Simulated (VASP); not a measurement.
A run of VASP 6.6.1 is set up as follows.

File INCAR:

```
SYSTEM = KW
PREC = Accurate
ENCUT = 600
EDIFF = 1E-7
ISMEAR = 0
SIGMA = 0.1
LREAL = .False.
LASPH = .True.
NELM = 100
ALGO = Normal
ISIF = 3
LWAVE = .False.
LCHARG = .False.
GGA = PE
IBRION = 2
NSW = 100
EDIFFG = -0.01
```

The input KPOINTS:

```
Automatic mesh
0
Gamma
  24 24 10
  0 0 0
```

Contents of POSCAR:

```
KW
1.0
    2.8416290015      0.0000000000      0.0000000000
   -1.4208145007      2.4609229034      0.0000000000
    0.0000000000      0.0000000000      6.3051858198
K W
1 1
Direct
    0.0000000000      0.0000000000      0.0000000000
    0.3333333333      0.6666666667      0.5000000000
```

Potentials or basis: VASP PAW PBE potentials, release 64 (K_sv, W_sv).

Launch:

```sh
$ cat potpaw_PBE.64/K_sv/POTCAR potpaw_PBE.64/W_sv/POTCAR > POTCAR
$ mpirun -np 1 vasp_std > vasp.out
```

Problem. What does it give for the relaxed volume?

Solution. 22.15 Å³/atom.

Problem. Estimate the space group after relaxing (to 0.05 Å).

Solution. P-6m2 (No. 187).

Final structure:
```xyz
2
Lattice="2.8459 0.0000 0.0000 -1.4229 2.4646 0.0000 0.0000 0.0000 6.3160" Properties=species:S:1:pos:R:3 pbc="T T T"
K     2.8459    0.0000    0.0000
W     0.0000    1.6431    3.1580
```
